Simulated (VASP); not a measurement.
NbRh, 2 atoms in the cell. The structure is tetragonal, space group P4/mmm (No. 123). Conventional cell: a = 2.788 Å, b = 2.788 Å, c = 3.792 Å, α = 90.00°, β = 90.00°, γ = 90.00°. Within 3.6 Å of Nb (site symmetry 4/mmm) lie 8 Rh at 2.74 Å and 4 Nb at 2.79 Å. Within 3.6 Å of Rh (site symmetry 4/mmm) lie 8 Nb at 2.74 Å and 4 Rh at 2.79 Å. 

- Program: VASP 6.6.1
- Task: vibrations by perturbation theory
- Functional: LDA
- Potentials or basis: VASP PAW LDA potentials, release 64 (Nb_sv, Rh_pv)
- Cutoff: 520 eV
- k mesh: 14 × 14 × 12
- Occupations: fermi-dirac, width 0.15 eV
- Spin: no spin polarisation
- Dipole correction: no
- Further INCAR settings: ALGO = Normal; EDIFF = 1e-08; NBANDS = 21; IBRION = 8; NSW = 1

Potentials or basis: VASP PAW LDA potentials, release 64 (Nb_sv, Rh_pv).

Launch:

```sh
$ cat potpaw_LDA.64/Nb_sv/POTCAR potpaw_LDA.64/Rh_pv/POTCAR > POTCAR
$ mpirun -np 1 vasp_std > vasp.out
```

Hardware: 1 thread of Oxide Virtual Turin-like Processor (shared host).

Task: Estimate the wall time of this run.

Result: Wall time 50 min on 1 thread of Oxide Virtual Turin-like Processor, on a shared host, peak memory 0.61 GiB. Counts: scf iterations 114, k points 252.
